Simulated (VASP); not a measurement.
# Os (P6_3/mmc) in VASP: notebook

Runs on Os. Level: PBEsol. Tasks: electric field gradients.

All numbers are computed with VASP 6.6.1; they aren't measurements. Logs are shortened: lines on timing, memory, paths and dates and some standing lists are left out, and cuts for length are marked.

## 1. The cell of the first run

It takes space group P6_3/mmc (No. 194, hexagonal). The conventional cell has a = 2.743 Å, b = 2.743 Å, c = 4.334 Å, α = 90.00°, β = 90.00°, γ = 120.00°. Os (site symmetry -6m2) has 12 Os at 2.68 to 2.74 Å within 3.5 Å.

## 2. Electric field gradients, PBEsol (volume scaled by 1.01)

File INCAR:

```
ALGO = Normal
EDIFF = 1E-8
ENCUT = 520
GGA = PS
ISIF = 2
ISMEAR = -1
LASPH = T
LCHARG = F
LEFG = T
LREAL = F
LWAVE = F
NBANDS = 15
NELM = 80
PREC = Accurate
SIGMA = 0.08
```

File KPOINTS:

```
k-points
0
Gamma
  17 17 10
```

File POSCAR:

```
Os
1.0
    2.7431834308      0.0000000000      0.0000000000
   -1.3715917155      2.3756665384      0.0000000000
    0.0000000000      0.0000000000      4.3340512682
Os
2
Direct
    0.3333333333      0.6666666667      0.2500000000
    0.6666666667      0.3333333333      0.7500000000
```

Potentials or basis: VASP PAW PBE potentials, release 64 (Os).

Command:

```sh
> cat potpaw_PBE.64/Os/POTCAR > POTCAR
> mpirun -np 1 vasp_std > vasp.out
```

OUTCAR:

```text
EDIFF = 1E-8
   ENCUT = 520
   GGA = PS
   ISIF = 2
   ISMEAR = -1
   LASPH = T
   LREAL = F
   NELM = 80
   PREC = Accurate

 ion  position               nearest neighbor table
   1  0.333  0.667  0.250-   2 2.68   2 2.68   2 2.68   2 2.68   2 2.68   2 2.68
   2  0.667  0.333  0.750-   1 2.68   1 2.68   1 2.68   1 2.68   1 2.68   1 2.68

  LATTYP: Found a hexagonal cell.
 ALAT       =     2.7431834308
 C/A-ratio  =     1.5799349105

  Lattice vectors:

 A1 = (   2.7431834308,   0.0000000000,   0.0000000000)
 A2 = (  -1.3715917155,   2.3756665384,   0.0000000000)
 A3 = (   0.0000000000,   0.0000000000,   4.3340512682)

Analysis of symmetry for initial positions (statically):
=====================================================================
 Subroutine PRICEL returns:
 Original cell was already a primitive cell.

 Routine SETGRP: Setting up the symmetry group for a
 hexagonal supercell.

 Subroutine GETGRP returns: Found 24 space group operations
 (whereof 12 operations were pure point group operations)
 out of a pool of 24 trial point group operations.

The static configuration has the point symmetry D_3d.
 The point group associated with its full space group is D_6h.

Analysis of symmetry for dynamics (positions and initial velocities):
=====================================================================
 Subroutine PRICEL returns:
 Original cell was already a primitive cell.

 Routine SETGRP: Setting up the symmetry group for a
 hexagonal supercell.

 Subroutine GETGRP returns: Found 24 space group operations
 (whereof 12 operations were pure point group operations)
 out of a pool of 24 trial point group operations.

The dynamic configuration has the point symmetry D_3d.
 The point group associated with its full space group is D_6h.

 Subroutine INISYM returns: Found 24 space group operations
 (whereof 12 operations are pure point group operations),
 and found     1 'primitive' translations

----------------------------------------------------------------------------------------

                                     Primitive cell

  volume of cell :      28.2445

  direct lattice vectors                    reciprocal lattice vectors
     2.743183431  0.000000000  0.000000000     0.364539968  0.210467249  0.000000000
    -1.371591715  2.375666538  0.000000000     0.000000000  0.420934497  0.000000000
     0.000000000  0.000000000  4.334051268     0.000000000  0.000000000  0.230731004

  length of vectors
     2.743183431  2.743183431  4.334051268     0.420934497  0.420934497  0.230731004

  position of ions in fractional coordinates (direct lattice)
     0.333333333  0.666666667  0.250000000
     0.666666667  0.333333333  0.750000000

  ion indices of the primitive-cell ions
   primitive index   ion index
                 1           1
                 2           2

----------------------------------------------------------------------------------------

 KPOINTS: k-points

Automatic generation of k-mesh.
 Grid dimensions read from file:
 generate k-points for:   17   17   10

 Generating k-lattice:

  Cartesian coordinates                     Fractional coordinates (reciprocal lattice)
     0.021443528  0.012380426  0.000000000     0.058823529 -0.000000000  0.000000000
     0.000000000  0.024760853  0.000000000     0.000000000  0.058823529  0.000000000
     0.000000000  0.000000000  0.023073100     0.000000000  0.000000000  0.100000000

  Length of vectors
     0.024760853  0.024760853  0.023073100

  Shift w.r.t. Gamma in fractional coordinates (k-lattice)
     0.000000000  0.000000000  0.000000000

 Subroutine IBZKPT returns following result:
 ===========================================

 Found    198 irreducible k-points:

 Following reciprocal coordinates:
            Coordinates               Weight
  0.000000  0.000000  0.000000      1.000000
  0.058824 -0.000000  0.000000      6.000000
  0.117647 -0.000000  0.000000      6.000000
  0.176471  0.000000  0.000000      6.000000
  0.235294 -0.000000  0.000000      6.000000
  0.294118  0.000000  0.000000      6.000000
[... 16 lines left out ...]
  0.411765  0.117647  0.000000     12.000000
  0.176471  0.176471  0.000000      6.000000
 [... further k-points ...]
   k-points           NKPTS =    198   k-points in BZ     NKDIM =    198   number of bands    NBANDS=     15
   number of dos      NEDOS =    301   number of ions     NIONS =      2
   total plane-waves  NPLWV =  12800
   dimension x,y,z NGX =    20 NGY =   20 NGZ =   32
   dimension x,y,z NGXF=    40 NGYF=   40 NGZF=   64
   ions per type =               2
   NGX,Y,Z   is equivalent  to a cutoff of  12.12, 12.12, 12.27 a.u.
   NGXF,Y,Z  is equivalent  to a cutoff of  24.24, 24.24, 24.55 a.u.
 SYSTEM =  unknown system
   PREC   = accura    normal or accurate (medium, high low for compatibility)
   ISTART =      0    job   : 0-new  1-cont  2-samecut
   ICHARG =      2    charge: 1-file 2-atom 10-const
   ISPIN  =      1    spin polarized calculation?
   LNONCOLLINEAR =      F non collinear calculations
   LSORBIT =      F    spin-orbit coupling
   LASPH  =      T    aspherical Exc in radial PAW
   ENCUT  =  520.0 eV  38.22 Ry    6.18 a.u.   5.10  5.10  8.06*2*pi/ulx,y,z
   NELM   =     80;   NELMIN=  2; NELMDL= -5     # of ELM steps
   EDIFF  = 0.1E-07   stopping-criterion for ELM
   LREAL  =      F    real-space projection
   EDIFFG = 0.1E-06   stopping-criterion for IOM
   NSW    =      0    number of steps for IOM
   IBRION =     -1    ionic relax: 0-MD 1-quasi-New 2-CG
   NFREE  =      0    steps in history (QN), initial steepest desc. (CG)
   ISIF   =      2    stress and relaxation
   ISYM   =      2    0-nonsym 1-usesym 2-fastsym
   POTIM  = 0.5000    time-step for ionic-motion
   TEBEG  =    0.0;   TEEND  =   0.0 temperature during run
   PSTRESS=    0.0 pullay stress
   NELECT =      16.0000    total number of electrons
   NUPDOWN=      -1.0000    fix difference up-down
   EMIN   =  10.00;   EMAX   =-10.00  energy-range for DOS
   EFERMI =   0.00;   METHOD = LEGACY
   ISMEAR =    -1;   SIGMA  =   0.08  broadening in eV -4-tet -1-fermi 0-gaus
   EFERMI_NEDOS =   21; number of points for ismear=-14 and -15
   IALGO  =     38    algorithm
   IMIX   =      4    mixing-type and parameters
     AMIX     =   0.40;   BMIX     =  1.00
     AMIX_MAG =   1.60;   BMIX_MAG =  1.00
  volume/ion in A,a.u.               =      14.12        95.30
  Fermi-wavevector in a.u.,A,eV,Ry     =   1.354576  2.559777 24.965004  1.834876
  Thomas-Fermi vector in A             =   2.481736
   LORBIT       =      0    0 simple, 1 ext, 2 COOP (PROOUT), +10 PAW based schemes
   GGA     = PS    functional components
   LHFCALC =     F    Hartree Fock is set to
   AEXX    =    0.0000 exact exchange contribution
   IVDW    =     0    specifies the selected vdW correction
   LEPSILON=     F    determine dielectric tensor
   LRPA    =     F    only Hartree local field effects (RPA)
 non-spin polarized calculation
  energy-cutoff  :      520.00
  volume of cell :       28.24
 maximum number of plane-waves:       780
   NGX = 11   NGY = 11   NGZ = 17

 number of electron      15.9999999 magnetization

 Free energy of the ion-electron system (eV)
  ---------------------------------------------------
  ext. energy  EPLUGINS =         0.00000000
  ---------------------------------------------------
  free energy    TOTEN  =       -24.48848619 eV

  energy without entropy =      -24.46119334  energy(sigma->0) =      -24.47483976

 E-fermi :   9.1959     XC(G=0): -14.1001

 val. band max:        9.1840628517   @ k =   0.1176   0.1176   0.3000
 cond. band min:       9.2019253358   @ k =   0.1765   0.0588   0.3000
 fundamental gap:      0.0178624841
 Fermi energy:         9.1958718009

 k-point     1 :       0.0000    0.0000    0.0000
  band No.  band energies     occupation
      1      -1.7451      2.00000
      2       1.4262      2.00000
      3       6.1343      2.00000
      4       6.1343      2.00000
      5       6.3861      2.00000
      6       6.9661      2.00000
      7       6.9661      2.00000
      8       7.6171      2.00000
      9       7.6171      2.00000
     10       9.1588      1.22791
     11      10.8291      0.00000
     12      10.8291      0.00000
     13      18.0883      0.00000
     14      23.2010      0.00000
     15      25.9214      0.00000
[... 397 lines left out ...]
 k-point    24 :       0.1765    0.1765    0.0000
  band No.  band energies     occupation
      1       1.3408      2.00000
      2       3.4367      2.00000
      3       4.0340      2.00000
      4       4.0383      2.00000
      5       5.7701      2.00000
      6       6.2361      2.00000
      7       7.2587      2.00000
      8       8.3196      1.99997
      9       9.4288      0.10319
     10      10.3374      0.00000
     11      11.4121      0.00000
     12      17.5859      0.00000
     13      18.2824      0.00000
     14      21.8768      0.00000
     15      22.3945      0.00000

 [... further k-points ...]
[... 5 lines left out ...]
  --------------------------------------------------------------------------------------
  -------------------------------------------------------------------------------------
  Total       -1.0898219     -1.0898219     -1.2597370      0.0000000      0.0000000      0.0000000
  in kB      -61.8203916    -61.8203916    -71.4588608      0.0000000      0.0000000      0.0000000
  external PRESSURE =     -65.0332147 kB  Pullay stress =       0.0000000 kB

 VOLUME and BASIS-vectors are now :
 -----------------------------------------------------------------------------
  energy-cutoff  :      520.00
  volume of cell :       28.24
      direct lattice vectors                 reciprocal lattice vectors
     2.743183431  0.000000000  0.000000000     0.364539968  0.210467249  0.000000000
    -1.371591715  2.375666538  0.000000000     0.000000000  0.420934497  0.000000000
     0.000000000  0.000000000  4.334051268     0.000000000  0.000000000  0.230731004

 POSITION                                       TOTAL-FORCE (eV/Angst)
 -----------------------------------------------------------------------------------
     -0.00000      1.58378      1.08351         0.000000      0.000000      0.000000
      1.37159      0.79189      3.25054        -0.000000     -0.000000      0.000000
 -----------------------------------------------------------------------------------
    total drift:                               -0.000000      0.000000     -0.000000

  FREE ENERGIE OF THE ION-ELECTRON SYSTEM (eV)
  ---------------------------------------------------
  free  energy   TOTEN  =       -24.4884861863 eV

  energy  without entropy=      -24.4611933363  energy(sigma->0) =      -24.47483976

 Electric field gradients (V/A^2)
---------------------------------------------------------------------
 ion       V_xx      V_yy      V_zz      V_xy      V_xz      V_yz
---------------------------------------------------------------------
   1      39.480    39.480   -78.959    -0.000     0.000     0.000
   2      39.480    39.480   -78.959    -0.000     0.000     0.000
---------------------------------------------------------------------

 Electric field gradients after diagonalization (V/A^2)
 (convention: |V_zz| > |V_xx| > |V_yy|)
----------------------------------------------------------------------
 ion       V_xx      V_yy      V_zz     asymmetry (V_yy - V_xx)/ V_zz
----------------------------------------------------------------------
   1      39.480    39.480   -78.959       0.000
   2      39.480    39.480   -78.959       0.000
----------------------------------------------------------------------

           NMR quadrupolar parameters

 Cq : quadrupolar parameter    Cq=e*Q*V_zz/h
 eta: asymmetry parameters     (V_yy - V_xx)/ V_zz
 Q  : nuclear electric quadrupole moment in mb (millibarn)
----------------------------------------------------------------------
 ion       Cq(MHz)       eta       Q (mb)
----------------------------------------------------------------------
   1      -0.191       0.000       1.000
   2      -0.191       0.000       1.000
----------------------------------------------------------------------
```

It took 56 s on 1 thread of Intel Xeon Platinum 8375C at 2.90GHz (Ice Lake), shared host; peak memory 0.19 GiB.

What came out:

```yaml
Free_energy: -24.4885 eV
Pressure: -6.5 GPa
Band_gap_on_the_k_mesh: zero (band 8 reaches 11.19 eV, above the bottom of band 9 at 7.33 eV)
```

Levels at points of the mesh, in eV from the Fermi level:
| k point | band 5 | band 6 | band 7 | band 8 | band 9 | band 10 | band 11 | band 12 |
| --- | --- | --- | --- | --- | --- | --- | --- | --- |
| (0.00, 0.00, 0.00) | -2.81 | -2.23 | -2.23 | -1.58 | -1.58 | -0.04 | 1.63 | 1.63 |
| (0.00, 0.00, 0.50) | -3.25 | -3.25 | -3.25 | -3.25 | 0.85 | 0.85 | 0.85 | 0.85 |

Electric field gradients, principal values (V/Å²):
```
atom   least  middle  greatest (by size)
1 Os  39.480  39.480             -78.959
2 Os  39.480  39.480             -78.959
```

Caveat: without QUAD_EFG the Cq values of the log hold for a quadrupole moment of 1 mb, not for the nuclei; the PAW data sets were made with another functional, which shifts forces and pressure a little; spin-orbit coupling is left out, which moves the levels of the heavy elements.

[end of part 1 of 2]
